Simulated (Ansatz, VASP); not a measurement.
# SrO in VASP and in Ansatz

File INCAR:

```
SYSTEM = SrO
ALGO     = Normal         ! electronic algorithm
EDIFF    = 1E-6           ! SCF threshold, eV
EDIFFG   = -0.005         ! ionic threshold
ENCUT    = 600            ! plane-wave cutoff, eV
GGA      = PE             ! functional
IBRION   = 2              ! ionic algorithm
ISIF     = 3              ! what is computed and relaxed
ISMEAR   = 0              ! smearing method
IVDW     = 12             ! dispersion correction
LASPH    = .True.         ! aspherical terms in the spheres
LCHARG   = .False.        ! write CHGCAR
LREAL    = .False.        ! projectors in reciprocal space
LWAVE    = .False.        ! write WAVECAR
NELM     = 100            ! most SCF steps
NSW      = 70             ! ionic steps
PREC     = Accurate       ! precision mode
SIGMA    = 0.02           ! smearing width, eV
```

Contents of KPOINTS:

```
k-points
0
Gamma
  6 6 6
  0 0 0
```

Contents of POSCAR:

```
SrO
1.0
    4.2903151937      0.0000000000      0.0000000000
   -2.1451575969      3.7155219480      0.0000000000
    0.0000000000      0.0000000000      5.1841505800
Sr O
2 2
Direct
    0.3333333333      0.6666666667      0.9375024113
    0.6666666667      0.3333333333      0.4375024113
    0.3333333333      0.6666666667      0.4374975887
    0.6666666667      0.3333333333      0.9374975887
```

Input for Ansatz:

```yaml
crystal:
  lattice:
    - [4.2903151937, 0.0, 0.0]
    - [-2.1451575969, 3.715521948, 0.0]
    - [0.0, 0.0, 5.18415058]
  atoms:
    - { symbol: Sr, position: [0.3333333333, 0.6666666667, 0.9375024113] }
    - { symbol: Sr, position: [0.6666666667, 0.3333333333, 0.4375024113] }
    - { symbol: O, position: [0.3333333333, 0.6666666667, 0.4374975887] }
    - { symbol: O, position: [0.6666666667, 0.3333333333, 0.9374975887] }
basis:
  ecutwfc: 420
kpoints:
  mp_grid: { grid: [6, 6, 6] }
hamiltonian:
  xc: pbe
  dispersion: d3bj
scf:
  occupations: { method: gaussian, width: 0.02 }
output:
  forces: true
  stress: true
  eigenvalues: true
relax:
  adjacent_minimum: "off"
  f_tol: 0.005
  max_steps: 50
  cell: { stress_tol: 0.05 }
```

Alike in both runs: task relaxation of cell and atoms; functional PBE; dispersion D3(BJ); k mesh 6 × 6 × 6; occupations gaussian, width 0.02 eV; no spin polarisation.

|  | VASP | Ansatz |
| --- | --- | --- |
| version | VASP 6.6.1 | Ansatz 0.2.0 |
| potentials or method | VASP PAW PBE potentials, release 64 (Sr_sv, O), cutoff 600 eV | scalar-relativistic, plane waves, PAW |
| valence electrons in the cell | 32 | 32 |

|  | VASP | Ansatz | Ansatz less VASP |
| --- | --- | --- | --- |
| gap on the k mesh at the Fermi level, each at its own relaxed structure (eV) | 2.66 | 2.69 | +0.036 |
| relaxed volume (Å³/atom) | 20.30 | 20.18 | -0.117 |
| relaxed cell length with the largest relative difference (Å) | 4.264 | 4.255 | -0.0086 |

Ansatz's warnings: structure snapped to symmetry.
